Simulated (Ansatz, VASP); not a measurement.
**KRu in VASP and in Ansatz**

```
K Ru
1.0
     2.82099    0.00000    0.00000
    -1.41050    2.44305    0.00000
     0.00000    0.00000    5.74132
K Ru
1 1
Cartesian
  0.0000 1.6287 2.8707
  0.0000 0.0000 0.0000
```

Alike in both runs: functional PBE; k mesh 6 × 6 × 4; occupations gaussian, width 0.1 eV; no spin polarisation.

Ansatz relaxed the structure, and its values are those at the end. VASP's run is a single point on that final structure, the one shown.

|  | VASP | Ansatz |
| --- | --- | --- |
| version | VASP 6.6.1 | Ansatz 0.2.0 |
| potentials or method | VASP PAW PBE potentials, release 64 (K_sv, Ru_pv), cutoff 520 eV | scalar-relativistic, plane waves, PAW |
| valence electrons in the cell | 23 | 25 |

|  | VASP | Ansatz | Ansatz less VASP |
| --- | --- | --- | --- |
| gap on the k mesh at the Fermi level (eV) | none | none | - |
| pressure (GPa) | 0.3 | 0.0 | -0.30 |

A gap of «none» marks a metal or a gap that the smearing closes. With one functional, cell and mesh, what is left measures potentials, basis and numerics. VASP's potentials hold 23 valence electrons a cell and Ansatz's 25, so a difference there can come from the potentials and not from the codes.

The k mesh is coarse, so the values compare programs but aren't converged.
